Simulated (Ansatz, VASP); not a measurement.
## Two plane-wave programs on AgCl

```
Ag Cl
1.0
     3.45841    0.00000    0.00000
     0.00000    3.45841    0.00000
     0.00000    0.00000    3.39559
Ag Cl
1 1
Direct
  0.00000 0.00000 0.00000
  0.50000 0.50000 0.50000
```

Change from the starting cell: biaxial_xy strain +1.9%.

Alike in both runs: task single point; functional PBE; k mesh 8 × 8 × 8; occupations fermi-dirac, width 0.02 eV; no spin polarisation.

|  | VASP | Ansatz |
| --- | --- | --- |
| version | VASP 6.6.1 | Ansatz 0.2.0 |
| potentials or method | VASP PAW PBE potentials, release 64 (Ag_sv_GW, Cl) | plane waves, PAW |
| plane-wave cutoff (eV) | 630 | 420 |
| valence electrons in the cell | 26 | 26 |

VASP gave:

```
pressure (GPa)                                                : -0.4
traceless stress, the component that is largest in VASP (GPa) : 0.60
```

Q: What did Ansatz give for the same quantities?

A: Pressure (GPa): -0.3; traceless stress, the component that is largest in VASP (GPa): 0.60.

The functional is the same, so the differences come from potentials, cutoffs and numerics.
